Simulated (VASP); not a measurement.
# Cu (P6_3/mmc) in VASP: a series of runs

The runs below take Cu through single point, with PBEsol, LDA.

Everything below comes from runs of VASP 6.6.1. Logs are shortened: lines on timing, memory, paths and dates and some standing lists are left out, and cuts for length are marked.

**1. The cell of the first run**

Symmetry: P6_3/mmc, No. 194, hexagonal system. Conventional cell: a = 2.534 Å, b = 2.534 Å, c = 4.113 Å, α = 90.00°, β = 90.00°, γ = 120.00°. Cu (site symmetry -6m2) has 12 Cu at 2.52 to 2.53 Å within 3.3 Å.

**2. Single point, PBEsol**

Input file INCAR:

```
  PREC = Accurate
  ENCUT = 520
  EDIFF = 1E-6
  ISMEAR = -1
  SIGMA = 0.05
  LREAL = False
  LASPH = True
  NELM = 60
  ALGO = Normal
  ISIF = 2
  LWAVE = False
  LCHARG = False
  GGA = PS
  NBANDS = 18
```

Input file KPOINTS:

```
Automatic mesh
0
Gamma
  12 12 7
```

Input file POSCAR:

```
Cu
1.0
    2.5340966698      0.0000000000      0.0000000000
   -1.2670483349      2.1945920917      0.0000000000
    0.0000000000      0.0000000000      4.1125710000
Cu
2
Direct
    0.6666666667      0.3333333333      0.7500000000
    0.3333333333      0.6666666667      0.2500000000
```

Potentials or basis: VASP PAW PBE potentials, release 64 (Cu).

Command:

```console
$ cat potpaw_PBE.64/Cu/POTCAR > POTCAR
$ mpirun -np 1 vasp_std > vasp.out
```

OUTCAR:

```text
PREC = Accurate
   ENCUT = 520
   EDIFF = 1E-6
   ISMEAR = -1
   LREAL = False
   LASPH = True
   NELM = 60
   ISIF = 2
   GGA = PS

 ion  position               nearest neighbor table
   1  0.667  0.333  0.750-   2 2.52   2 2.52   2 2.52   2 2.52   2 2.52   2 2.52
   2  0.333  0.667  0.250-   1 2.52   1 2.52   1 2.52   1 2.52   1 2.52   1 2.52

  LATTYP: Found a hexagonal cell.
 ALAT       =     2.5340966698
 C/A-ratio  =     1.6228942838

  Lattice vectors:

 A1 = (   2.5340966698,   0.0000000000,   0.0000000000)
 A2 = (  -1.2670483349,   2.1945920917,   0.0000000000)
 A3 = (   0.0000000000,   0.0000000000,   4.1125710000)

Analysis of symmetry for initial positions (statically):
=====================================================================
 Subroutine PRICEL returns:
 Original cell was already a primitive cell.

 Routine SETGRP: Setting up the symmetry group for a
 hexagonal supercell.

 Subroutine GETGRP returns: Found 24 space group operations
 (whereof 12 operations were pure point group operations)
 out of a pool of 24 trial point group operations.

The static configuration has the point symmetry D_3d.
 The point group associated with its full space group is D_6h.

Analysis of symmetry for dynamics (positions and initial velocities):
=====================================================================
 Subroutine PRICEL returns:
 Original cell was already a primitive cell.

 Routine SETGRP: Setting up the symmetry group for a
 hexagonal supercell.

 Subroutine GETGRP returns: Found 24 space group operations
 (whereof 12 operations were pure point group operations)
 out of a pool of 24 trial point group operations.

The dynamic configuration has the point symmetry D_3d.
 The point group associated with its full space group is D_6h.

 Subroutine INISYM returns: Found 24 space group operations
 (whereof 12 operations are pure point group operations),
 and found     1 'primitive' translations

----------------------------------------------------------------------------------------

                                     Primitive cell

  volume of cell :      22.8713

  direct lattice vectors                    reciprocal lattice vectors
     2.534096670  0.000000000  0.000000000     0.394617937  0.227832772  0.000000000
    -1.267048335  2.194592092  0.000000000     0.000000000  0.455665544  0.000000000
     0.000000000  0.000000000  4.112571000     0.000000000  0.000000000  0.243156896

  length of vectors
     2.534096670  2.534096670  4.112571000     0.455665544  0.455665544  0.243156896

  position of ions in fractional coordinates (direct lattice)
     0.666666667  0.333333333  0.750000000
     0.333333333  0.666666667  0.250000000

  ion indices of the primitive-cell ions
   primitive index   ion index
                 1           1
                 2           2

----------------------------------------------------------------------------------------

 KPOINTS: Automatic mesh

Automatic generation of k-mesh.
 Grid dimensions read from file:
 generate k-points for:   12   12    7

 Generating k-lattice:

  Cartesian coordinates                     Fractional coordinates (reciprocal lattice)
     0.032884828  0.018986064  0.000000000     0.083333333 -0.000000000  0.000000000
     0.000000000  0.037972129  0.000000000     0.000000000  0.083333333  0.000000000
     0.000000000  0.000000000  0.034736699     0.000000000  0.000000000  0.142857143

  Length of vectors
     0.037972129  0.037972129  0.034736699

  Shift w.r.t. Gamma in fractional coordinates (k-lattice)
     0.000000000  0.000000000  0.000000000

 Subroutine IBZKPT returns following result:
 ===========================================

 Found     76 irreducible k-points:

 Following reciprocal coordinates:
            Coordinates               Weight
  0.000000  0.000000  0.000000      1.000000
  0.083333  0.000000  0.000000      6.000000
  0.166667  0.000000  0.000000      6.000000
  0.250000 -0.000000  0.000000      6.000000
  0.333333 -0.000000  0.000000      6.000000
  0.416667 -0.000000  0.000000      6.000000
[... 16 lines left out ...]
  0.250000 -0.000000  0.142857     12.000000
  0.333333 -0.000000  0.142857     12.000000
 [... further k-points ...]
   k-points           NKPTS =     76   k-points in BZ     NKDIM =     76   number of bands    NBANDS=     18
   number of dos      NEDOS =    301   number of ions     NIONS =      2
   total plane-waves  NPLWV =  12800
   dimension x,y,z NGX =    20 NGY =   20 NGZ =   32
   dimension x,y,z NGXF=    40 NGYF=   40 NGZF=   64
   ions per type =               2
   NGX,Y,Z   is equivalent  to a cutoff of  13.12, 13.12, 12.94 a.u.
   NGXF,Y,Z  is equivalent  to a cutoff of  26.24, 26.24, 25.87 a.u.
 SYSTEM =  unknown system
   PREC   = accura    normal or accurate (medium, high low for compatibility)
   ISTART =      0    job   : 0-new  1-cont  2-samecut
   ICHARG =      2    charge: 1-file 2-atom 10-const
   ISPIN  =      1    spin polarized calculation?
   LNONCOLLINEAR =      F non collinear calculations
   LSORBIT =      F    spin-orbit coupling
   LASPH  =      T    aspherical Exc in radial PAW
   ENCUT  =  520.0 eV  38.22 Ry    6.18 a.u.   4.71  4.71  7.65*2*pi/ulx,y,z
   NELM   =     60;   NELMIN=  2; NELMDL= -5     # of ELM steps
   EDIFF  = 0.1E-05   stopping-criterion for ELM
   LREAL  =      F    real-space projection
   EDIFFG = 0.1E-04   stopping-criterion for IOM
   NSW    =      0    number of steps for IOM
   IBRION =     -1    ionic relax: 0-MD 1-quasi-New 2-CG
   NFREE  =      0    steps in history (QN), initial steepest desc. (CG)
   ISIF   =      2    stress and relaxation
   ISYM   =      2    0-nonsym 1-usesym 2-fastsym
   POTIM  = 0.5000    time-step for ionic-motion
   TEBEG  =    0.0;   TEEND  =   0.0 temperature during run
   PSTRESS=    0.0 pullay stress
   NELECT =      22.0000    total number of electrons
   NUPDOWN=      -1.0000    fix difference up-down
   EMIN   =  10.00;   EMAX   =-10.00  energy-range for DOS
   EFERMI =   0.00;   METHOD = LEGACY
   ISMEAR =    -1;   SIGMA  =   0.05  broadening in eV -4-tet -1-fermi 0-gaus
   EFERMI_NEDOS =   21; number of points for ismear=-14 and -15
   IALGO  =     38    algorithm
   IMIX   =      4    mixing-type and parameters
     AMIX     =   0.40;   BMIX     =  1.00
     AMIX_MAG =   1.60;   BMIX_MAG =  1.00
  volume/ion in A,a.u.               =      11.44        77.17
  Fermi-wavevector in a.u.,A,eV,Ry     =   1.616041  3.053874 35.532800  2.611587
  Thomas-Fermi vector in A             =   2.710691
   LORBIT       =      0    0 simple, 1 ext, 2 COOP (PROOUT), +10 PAW based schemes
   GGA     = PS    functional components
   LHFCALC =     F    Hartree Fock is set to
   AEXX    =    0.0000 exact exchange contribution
   IVDW    =     0    specifies the selected vdW correction
   LEPSILON=     F    determine dielectric tensor
   LRPA    =     F    only Hartree local field effects (RPA)
 non-spin polarized calculation
  energy-cutoff  :      520.00
  volume of cell :       22.87
 maximum number of plane-waves:       634
 NGX is ok and might be reduce to    20
   NGX =  9   NGY =  9   NGZ = 15

 number of electron      21.9999979 magnetization

 Free energy of the ion-electron system (eV)
  ---------------------------------------------------
  ext. energy  EPLUGINS =         0.00000000
  ---------------------------------------------------
  free energy    TOTEN  =        -8.58709932 eV

  energy without entropy =       -8.57919519  energy(sigma->0) =       -8.58314726

 E-fermi :   7.7522     XC(G=0): -13.0965

 val. band max:        7.7402335957   @ k =   0.0833   0.0833   0.1429
 cond. band min:       7.7782101816   @ k =   0.2500   0.2500   0.2857
 fundamental gap:      0.0379765859
 Fermi energy:         7.7521520238

 k-point     1 :       0.0000    0.0000    0.0000
  band No.  band energies     occupation
      1      -1.8329      2.00000
      2       2.5403      2.00000
      3       4.6985      2.00000
      4       4.7443      2.00000
      5       4.7443      2.00000
      6       4.9689      2.00000
[... 10 lines left out ...]
     17      31.5257      0.00000
     18      31.5260      0.00000

 k-point     2 :       0.0833    0.0000    0.0000
  band No.  band energies     occupation
      1      -1.6042      2.00000
      2       2.6713      2.00000
      3       4.5598      2.00000
      4       4.8292      2.00000
      5       4.8568      2.00000
      6       4.9327      2.00000
[... 10 lines left out ...]
     17      32.5193      0.00000
     18      32.6583      0.00000

 k-point     3 :       0.1667    0.0000    0.0000
  band No.  band energies     occupation
      1      -0.9343      2.00000
      2       3.0027      2.00000
      3       4.3591      2.00000
      4       4.5365      2.00000
      5       4.7968      2.00000
      6       5.0652      2.00000
[... 10 lines left out ...]
     17      29.7967      0.00000
     18      31.6477      0.00000

 k-point     4 :       0.2500   -0.0000    0.0000
  band No.  band energies     occupation
      1       0.1159      2.00000
      2       3.3072      2.00000
      3       3.9854      2.00000
      4       4.2164      2.00000
      5       4.7119      2.00000
      6       4.9107      2.00000
[... 375 lines left out ...]
      4       4.3793      2.00000
      5       4.7435      2.00000
      6       4.9458      2.00000
[... 10 lines left out ...]
     17      28.8661      0.00000
     18      30.6384      0.00000

 k-point    23 :       0.2500   -0.0000    0.1429
  band No.  band energies     occupation
      1       0.2813      2.00000
      2       3.2958      2.00000
      3       3.8854      2.00000
      4       4.2463      2.00000
      5       4.6321      2.00000
      6       4.9302      2.00000
[... 10 lines left out ...]
     17      27.4328      0.00000
     18      29.5724      0.00000

 k-point    24 :       0.3333   -0.0000    0.1429
  band No.  band energies     occupation
      1       1.4946      2.00000
      2       3.3117      2.00000
      3       3.5940      2.00000
      4       4.1937      2.00000
      5       4.7411      2.00000
      6       4.8204      2.00000
[... 10 lines left out ...]
     17      25.4887      0.00000
     18      27.7808      0.00000

 [... further k-points ...]
[... 5 lines left out ...]
  --------------------------------------------------------------------------------------
  -------------------------------------------------------------------------------------
  Total       -0.1194576     -0.1194576     -0.0720649      0.0000000     -0.0000000     -0.0000000
  in kB       -8.3682394     -8.3682394     -5.0482841      0.0000000     -0.0000000     -0.0000000
  external PRESSURE =      -7.2615876 kB  Pullay stress =       0.0000000 kB

 VOLUME and BASIS-vectors are now :
 -----------------------------------------------------------------------------
  energy-cutoff  :      520.00
  volume of cell :       22.87
      direct lattice vectors                 reciprocal lattice vectors
     2.534096670  0.000000000  0.000000000     0.394617937  0.227832772  0.000000000
    -1.267048335  2.194592092  0.000000000     0.000000000  0.455665544  0.000000000
     0.000000000  0.000000000  4.112571000     0.000000000  0.000000000  0.243156896

 POSITION                                       TOTAL-FORCE (eV/Angst)
 -----------------------------------------------------------------------------------
      1.26705      0.73153      3.08443        -0.000000      0.000000      0.000000
     -0.00000      1.46306      1.02814         0.000000     -0.000000      0.000000
 -----------------------------------------------------------------------------------
    total drift:                               -0.000000      0.000000     -0.000000

  FREE ENERGIE OF THE ION-ELECTRON SYSTEM (eV)
  ---------------------------------------------------
  free  energy   TOTEN  =        -8.5870993221 eV

  energy  without entropy=       -8.5791951919  energy(sigma->0) =       -8.58314726
```

Run time: 21 s. Hardware: 1 thread of Intel Xeon Platinum 8488C (Sapphire Rapids), shared host; peak memory 0.15 GiB.

Results:

| Item | Value |
| --- | --- |
| Free energy | -8.5871 eV |
| Pressure | -0.7 GPa |
| Band gap on the k mesh | zero (band 11 reaches 11.82 eV, above the bottom of band 12 at 5.89 eV) |

Stress tensor (GPa, compression positive):
```
-0.84  0.00  0.00
 0.00 -0.84  0.00
 0.00  0.00 -0.50
```

Caveat: the PAW data sets were made with another functional, which shifts forces and pressure a little.

(Part 1 of 2 ends here.)
